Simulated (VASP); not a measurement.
Crystal: C.

```xyz
2
Lattice="0.0000 1.7834 1.7834 1.7834 0.0000 1.7834 1.7834 1.7834 0.0000" Properties=species:S:1:pos:R:3 pbc="T T T"
C     2.6751    2.6751    2.6751
C     1.7834    1.7834    1.7834
```

| Item | Value |
| --- | --- |
| Program | VASP 6.6.1 |
| Task | relaxation of cell and atoms |
| Functional | LDA |
| Potentials or basis | VASP PAW LDA potentials, release 64 (C) |
| Cutoff | 600 eV |
| k mesh | 13 × 13 × 13 |
| Occupations | fermi-dirac, width 0.05 eV |
| Spin | no spin polarisation |

At the start: pressure -12.4 GPa; volume 5.67 Å³/atom.

Question: How do energy, volume and symmetry change on relaxing?

Answer: Over 3 steps the energy falls by 6.2 meV/atom and the volume is 5.52 Å³/atom (-2.7 %); space group Fd-3m (No. 227, to 0.1 Å) before and after.

The path:
```csv
step,energy change (eV),largest force (eV/Å),pressure (GPa),volume (Å³)
1,0.0000,0.0000,-12.37,11.34
2,0.0090,0.0000,17.94,10.64
3,-0.0123,0.0000,-0.11,11.03
```

Final structure:
```
C
1.0
     0.00000    1.76696    1.76696
     1.76696    0.00000    1.76696
     1.76696    1.76696    0.00000
C
2
Direct
  0.75000 0.75000 0.75000
  0.50000 0.50000 0.50000
```

The cell as given is a measured one (5.67 Å³/atom); LDA puts the equilibrium volume -2.7 % from it, thermal expansion not counted.
